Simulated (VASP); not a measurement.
# SnSe2 (P-3m1) in VASP: a series of runs, part 2 of 2

VASP 6.6.1.

### Step 3. Single point, PBEsol

This run uses another cell than the first one, of 25.88 Å³/atom.

Input file INCAR:

```
SYSTEM = SnSe2
  ALGO = Normal
  EDIFF = 1E-6
  ENCUT = 500
  GGA = PS
  GGA_COMPAT = .FALSE.
  ISIF = 2
  ISMEAR = 0
  LASPH = .TRUE.
  LCHARG = .FALSE.
  LREAL = .FALSE.
  LWAVE = .FALSE.
  NBANDS = 20
  NELM = 120
  PREC = Accurate
  SIGMA = 0.02
```

Input file KPOINTS:

```
k-points
0
G
  9 9 4
  0 0 0
```

Input file POSCAR:

```
SnSe2
1.0
    3.8177983057      0.0000000000      0.0000000000
   -1.9088991529      3.3063103193      0.0000000000
    0.0000000000      0.0000000000      6.1503276880
Sn Se
1 2
Direct
    0.0000000000      0.0000000000      0.0000000000
    0.6666666667      0.3333333333      0.7420245407
    0.3333333333      0.6666666667      0.2579754593
```

Potentials or basis: VASP PAW PBE potentials, release 64 (Sn_d, Se).

On the command line:

```
> cat potpaw_PBE.64/Sn_d/POTCAR potpaw_PBE.64/Se/POTCAR > POTCAR
> mpirun -np 1 vasp_std > vasp.out
```

OUTCAR:

```text
SYSTEM = SnSe2
   EDIFF = 1E-6
   ENCUT = 500
   GGA = PS
   ISIF = 2
   ISMEAR = 0
   LASPH = .TRUE.
   LREAL = .FALSE.
   NELM = 120
   PREC = Accurate

 ion  position               nearest neighbor table
   1  0.000  0.000  0.000-   2 2.72   3 2.72   2 2.72   3 2.72   2 2.72   3 2.72
   2  0.667  0.333  0.742-   1 2.72   1 2.72   1 2.72
   3  0.333  0.667  0.258-   1 2.72   1 2.72   1 2.72

  LATTYP: Found a hexagonal cell.
[... 747 lines left out ...]

  FORCE on cell =-STRESS in cart. coord.  units (eV):
  Direction    XX          YY          ZZ          XY          YZ          ZX
  --------------------------------------------------------------------------------------
  -------------------------------------------------------------------------------------
  Total        0.0558692      0.0558692      0.0610788     -0.0000000     -0.0000000      0.0000000
  in kB        1.1529969      1.1529969      1.2605095     -0.0000000     -0.0000000      0.0000000
  external PRESSURE =       1.1888345 kB  Pullay stress =       0.0000000 kB

 VOLUME and BASIS-vectors are now :
 -----------------------------------------------------------------------------
  energy-cutoff  :      500.00
  volume of cell :       77.63
      direct lattice vectors                 reciprocal lattice vectors
     3.817798306  0.000000000  0.000000000     0.261931071  0.151225974  0.000000000
    -1.908899153  3.306310319  0.000000000     0.000000000  0.302451949  0.000000000
     0.000000000  0.000000000  6.150327688     0.000000000  0.000000000  0.162592963

 POSITION                                       TOTAL-FORCE (eV/Angst)
 -----------------------------------------------------------------------------------
      0.00000      0.00000      0.00000        -0.000000      0.000000      0.000000
      1.90890      1.10210      4.56369         0.000000      0.000000     -0.020404
     -0.00000      2.20421      1.58663        -0.000000      0.000000      0.020404
 -----------------------------------------------------------------------------------
    total drift:                                0.000000      0.000000      0.000000

  FREE ENERGIE OF THE ION-ELECTRON SYSTEM (eV)
  ---------------------------------------------------
  free  energy   TOTEN  =       -12.9830832461 eV

  energy  without entropy=      -12.9830832461  energy(sigma->0) =      -12.98308325
```

stdout:

```text
POSCAR found type information on POSCAR SnSe
 POSCAR found :  2 types and       3 ions
 scaLAPACK will be used
 -----------------------------------------------------------------------------
|                                                                             |
|                                                                             |
|     You enforced a specific xc type in the INCAR file but a different       |
|     I HOPE YOU KNOW WHAT YOU ARE DOING!                                     |
|                                                                             |
 -----------------------------------------------------------------------------

 LDA part: xc-table for (Slater+PW92), standard interpolation
 POSCAR, INCAR and KPOINTS ok, starting setup
 FFT: planning ... GRIDC
 FFT: planning ... GRID_SOFT
 FFT: planning ... GRID
 WAVECAR not read
 entering main loop
```

Wall time 72 s (1 thread of Intel Xeon 8259CL, shared host); peak memory 0.22 GiB.

Results:

```yaml
Free_energy: -12.9831 eV
Pressure: 0.1 GPa
Largest_force: 0.020 eV/Å
Band_gap_on_the_k_mesh: 0.60 eV (least direct gap 0.98 eV)
```

Forces on the atoms (eV/Å):
```
Sn   0.000  0.000  0.000
Se   0.000  0.000 -0.020
Se   0.000  0.000  0.020
```

Caveat: the PAW data sets were made with another functional, which shifts forces and pressure a little; spin-orbit coupling is left out, which moves the levels of the heavy elements; an odd mesh through Γ misses points on the zone boundary, where band edges can lie; this functional lacks dispersion, which binds the layers, so the pressure and a relaxed spacing across them are unreliable.

### Step 4. Relaxation of cell and atoms, PBEsol

Input file INCAR:

```
  ALGO = Normal
  EDIFF = 1E-7
  EDIFFG = -0.002
  ENCUT = 500
  GGA = PS
  GGA_COMPAT = False
  IBRION = 2
  ISIF = 3
  ISMEAR = 0
  LASPH = True
  LCHARG = False
  LREAL = False
  LWAVE = False
  NELM = 120
  NELMIN = 4
  NSW = 100
  PREC = Accurate
  SIGMA = 0.02
```

Input file KPOINTS:

```
k-points
0
Gamma
  9 9 4
```

Input file POSCAR:

```
SnSe2
1.0
    3.8418991400      0.0000000000      0.0000000000
   -1.9209495700      3.3271822500      0.0000000000
    0.0000000000      0.0000000000      6.4858801000
Sn Se
1 2
Direct
    0.0000000000      0.0000000000      0.0000000000
    0.6666666700      0.3333333300      0.7570988600
    0.3333333300      0.6666666700      0.2429011400
```

On the command line:

```
> cat potpaw_PBE.64/Sn_d/POTCAR potpaw_PBE.64/Se/POTCAR > POTCAR
> mpirun -np 1 vasp_std > vasp.out
```

It took 12 min on 1 thread of Intel Xeon 8259CL, shared host; peak memory 0.23 GiB.

Results (log left out):

```
Free energy                           : -12.9840 eV
Relaxed volume                        : 25.88 Å³/atom
Relaxed cell                          : a = 3.820 Å, b = 3.820 Å, c = 6.145 Å, α = 90.00°, β = 90.00°, γ = 120.00°
Space group after relaxing (to 0.1 Å) : P-3m1 (No. 164)
Energy gained by relaxing             : 4.8 meV/atom
Ionic steps                           : 17
Pressure after relaxing               : 0.0 GPa
Band gap on the k mesh                : 0.59 eV (least direct gap 0.97 eV)
```

Step by step:
| step | energy change (eV) | largest force (eV/Å) | pressure (GPa) | volume (Å³) |
| --- | --- | --- | --- | --- |
| 1 | 0.0000 | 0.0625 | -0.70 | 82.91 |
| 2 | -0.0034 | 0.1575 | 0.30 | 81.47 |
| 3 | -0.0035 | 0.1440 | 0.16 | 81.67 |
| 4 | -0.0050 | 0.0603 | -0.01 | 81.54 |
| 5 | -0.0051 | 0.0328 | -0.07 | 81.50 |
| 6 | -0.0058 | 0.0321 | -0.07 | 81.33 |
| 7 | -0.0077 | 0.0304 | -0.07 | 80.80 |
| 8 | -0.0110 | 0.0289 | -0.03 | 79.74 |
| 9 | -0.0142 | 0.0309 | 0.17 | 77.61 |
| 10 | -0.0074 | 0.2061 | -1.29 | 78.54 |
| 11 | -0.0143 | 0.0016 | -0.01 | 77.72 |
| 12 | -0.0143 | 0.0010 | -0.02 | 77.72 |
| 13 | -0.0143 | 0.0020 | 0.00 | 77.66 |
| 14 | -0.0143 | 0.0018 | -0.01 | 77.67 |
| 15 | -0.0143 | 0.0018 | -0.01 | 77.66 |
| 16 | -0.0143 | 0.0132 | 0.07 | 77.57 |
| 17 | -0.0143 | 0.0009 | 0.00 | 77.65 |

Final structure:
```
CELL_PARAMETERS angstrom
3.81960 0.00000 0.00000
-1.90980 3.30787 0.00000
0.00000 0.00000 6.14545
ATOMIC_POSITIONS crystal
Sn 0.00000 0.00000 0.00000
Se 0.66667 0.33333 0.74157
Se 0.33333 0.66667 0.25843
```

Levels at points of the mesh, in eV from the valence-band top:
```tsv
k point	band 11	band 12	band 13	band 14	band 15	band 16
(0.00, 0.00, 0.00)	-0.35	-0.35	-0.11	0.85	2.96	4.58
(0.00, 0.00, 0.50)	-0.71	-0.15	-0.15	2.45	2.85	4.27
```

Caveat: the PAW data sets were made with another functional, which shifts forces and pressure a little; spin-orbit coupling is left out, which moves the levels of the heavy elements; an odd mesh through Γ misses points on the zone boundary, where band edges can lie; this functional lacks dispersion, which binds the layers, so the pressure and a relaxed spacing across them are unreliable.

### Step 5. Overview

```csv
task,cell,k mesh,smearing,gap on the mesh (eV),pressure (GPa),largest force (eV/Å)
single point,"a = 3.842, b = 3.842, c = 6.486 Å, angles 90.0, 90.0, 120.0°, 3 atoms, atomic positions A",6 × 6 × 4,gaussian 0.1 eV,0.69,-0.6,0.05
single point,"a = 3.818, b = 3.818, c = 6.150 Å, angles 90.0, 90.0, 120.0°, 3 atoms, atomic positions B",9 × 9 × 4,gaussian 0.02 eV,0.60,0.1,0.02
relaxation of cell and atoms,"relaxed from a = 3.842, b = 3.842, c = 6.486 Å, angles 90.0, 90.0, 120.0°, 3 atoms, atomic positions A",9 × 9 × 4,gaussian 0.02 eV,0.59,0.0,-
```

Alike in all rows: level PBEsol; potentials or basis VASP PAW PBE potentials, release 64 (Sn_d, Se); no spin polarisation; cutoff (eV) 500.

Caveats: the PAW data sets were made with another functional, which shifts forces and pressure a little; spin-orbit coupling is left out, which moves the levels of the heavy elements; this functional lacks dispersion, which binds the layers, so the pressure and a relaxed spacing across them are unreliable; an odd mesh through Γ misses points on the zone boundary, where band edges can lie (at least some runs).

Absolute energies hang on the potentials; compare differences alone.
